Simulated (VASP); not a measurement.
# InP in VASP: notebook, part 2 of 2

VASP 6.6.1. The steps go on from the part before.

## (3) Single point, PBE, collinear spin

This run uses another cell than the first one.

Contents of INCAR:

```
SYSTEM = InP
PREC = Accurate
ENCUT = 520
EDIFF = 1E-6
ISMEAR = 0
SIGMA = 0.05
LREAL = .False.
LASPH = .True.
NELM = 150
ALGO = Normal
ISIF = 2
LWAVE = .False.
LCHARG = .False.
ISPIN = 2
MAGMOM = 0.5 0.5 0.5 0.5
LORBIT = 11
GGA = PE
NBANDS = 30
```

Contents of KPOINTS:

```
Automatic mesh
0
Gamma
  1 1 14
  0 0 0
```

Contents of POSCAR:

```
InP
1.0
   11.4000000000      0.0000000000      0.0000000000
    0.0000000000      9.3000000000      0.0000000000
    0.0000000000      0.0000000000      5.0843384480
In P
2 2
Direct
    0.3969215291      0.5000000000      0.0000000000
    0.6030784709      0.5000000000      0.5000000000
    0.3782950219      0.5000000000      0.5000000000
    0.6217049781      0.5000000000      0.0000000000
```

Potentials or basis: VASP PAW PBE potentials, release 64 (In_d, P).

Command:

```
> cat potpaw_PBE.64/In_d/POTCAR potpaw_PBE.64/P/POTCAR > POTCAR
> mpirun -np 1 vasp_std > vasp.out
```

OUTCAR:

```text
SYSTEM = InP
   PREC = Accurate
   ENCUT = 520
   EDIFF = 1E-6
   ISMEAR = 0
   LREAL = .False.
   LASPH = .True.
   NELM = 150
   ISIF = 2
   ISPIN = 2
   LORBIT = 11
   GGA = PE

 ion  position               nearest neighbor table
   1  0.397  0.500  0.000-   3 2.55   3 2.55   4 2.56   2 3.46   2 3.46
   2  0.603  0.500  0.500-   4 2.55   4 2.55   3 2.56   1 3.46   1 3.46
   3  0.378  0.500  0.500-   1 2.55   1 2.55   2 2.56
   4  0.622  0.500  0.000-   2 2.55   2 2.55   1 2.56

  LATTYP: Found a simple orthorhombic cell.
 ALAT       =     5.0843384480
 B/A-ratio  =     1.8291465242
 C/A-ratio  =     2.2421796103

  Lattice vectors:

[... 738 lines left out ...]
    11.400000000  0.000000000  0.000000000     0.087719298  0.000000000  0.000000000
     0.000000000  9.300000000  0.000000000     0.000000000  0.107526882  0.000000000
     0.000000000  0.000000000  5.084338448     0.000000000  0.000000000  0.196682422

 POSITION                                       TOTAL-FORCE (eV/Angst)
 -----------------------------------------------------------------------------------
      4.52491      4.65000      0.00000        -0.004648      0.000000      0.000000
      6.87509      4.65000      2.54217         0.004648      0.000000      0.000000
      4.31256      4.65000      2.54217         0.003671      0.000000      0.000000
      7.08744      4.65000      0.00000        -0.003671      0.000000      0.000000
 -----------------------------------------------------------------------------------
    total drift:                               -0.000000     -0.000000      0.000000

  FREE ENERGIE OF THE ION-ELECTRON SYSTEM (eV)
  ---------------------------------------------------
  free  energy   TOTEN  =       -13.2222748548 eV

  energy  without entropy=      -13.2165230878  energy(sigma->0) =      -13.21939897

 total charge

# of ion       s       p       d       tot
------------------------------------------
    1        0.930   0.560   9.879  11.370
    2        0.930   0.560   9.879  11.370
    3        1.079   1.376   0.000   2.456
    4        1.079   1.376   0.000   2.456
--------------------------------------------------
tot          4.020   3.873  19.758  27.650

 magnetization (x)

# of ion       s       p       d       tot
------------------------------------------
    1       -0.003  -0.009   0.003  -0.010
    2       -0.003  -0.009   0.003  -0.010
    3        0.003   0.093   0.000   0.096
    4        0.003   0.093   0.000   0.096
--------------------------------------------------
tot         -0.001   0.167   0.006   0.172
```

OSZICAR:

```text
N       E                     dE             d eps       ncg     rms          rms(c)
DAV:   1     0.253959186223E+03    0.25396E+03   -0.13178E+04  1032   0.881E+02
DAV:   2     0.127884740494E+02   -0.24117E+03   -0.23555E+03  1144   0.228E+02
[... 15 lines left out ...]
DAV:  18    -0.132220676461E+02   -0.14118E-03   -0.83290E-06   952   0.123E-02    0.453E-03
DAV:  19    -0.132221806547E+02   -0.11301E-03   -0.85632E-06   870   0.104E-02    0.257E-03
DAV:  20    -0.132222615931E+02   -0.80938E-04   -0.11795E-05   902   0.902E-03    0.152E-03
DAV:  21    -0.132222672476E+02   -0.56545E-05   -0.67032E-07   916   0.320E-03    0.107E-03
DAV:  22    -0.132222740535E+02   -0.68059E-05   -0.13077E-06   858   0.320E-03    0.375E-04
DAV:  23    -0.132222748548E+02   -0.80130E-06   -0.37542E-07   866   0.258E-03
   1 F= -.13222275E+02 E0= -.13219399E+02  d E =-.575177E-02  mag=     0.4286
```

It took 4.9 min on 1 thread of Oxide Virtual Turin-like, shared host; peak memory 0.78 GiB.

Results:

```
Free energy                                           : -13.2223 eV
Largest force                                         : 0.005 eV/Å
Net moment                                            : 0.43 μB per cell
Site moments                                          : In -0.01; P +0.10 μB
Valence electrons inside the program's atomic spheres : In 11.37; P 2.46
```

Forces on the atoms (eV/Å):
```
In  -0.005  0.000  0.000
In   0.005  0.000  0.000
P    0.004  0.000  0.000
P   -0.004  0.000  0.000
```

Levels at points of the mesh, in eV from the Fermi level:
Spin up:
| k point | band 15 | band 16 | band 17 | band 18 | band 19 | band 20 | band 21 | band 22 |
| --- | --- | --- | --- | --- | --- | --- | --- | --- |
| (0.00, 0.00, 0.00) | -2.90 | -1.93 | -1.76 | -0.53 | -0.41 | 1.02 | 3.56 | 3.91 |
| (0.00, 0.00, 0.50) | -0.95 | -0.95 | -0.64 | -0.64 | 2.32 | 2.32 | 3.41 | 3.41 |
Spin down:
| k point | band 15 | band 16 | band 17 | band 18 | band 19 | band 20 | band 21 | band 22 |
| --- | --- | --- | --- | --- | --- | --- | --- | --- |
| (0.00, 0.00, 0.00) | -2.83 | -1.87 | -1.53 | -0.50 | -0.07 | 1.08 | 3.59 | 3.95 |
| (0.00, 0.00, 0.50) | -0.90 | -0.90 | -0.34 | -0.34 | 2.38 | 2.38 | 3.44 | 3.44 |

Caveat: a moment this small can come from the mesh or the smearing; spin-orbit coupling is left out, which moves the levels of the heavy elements.
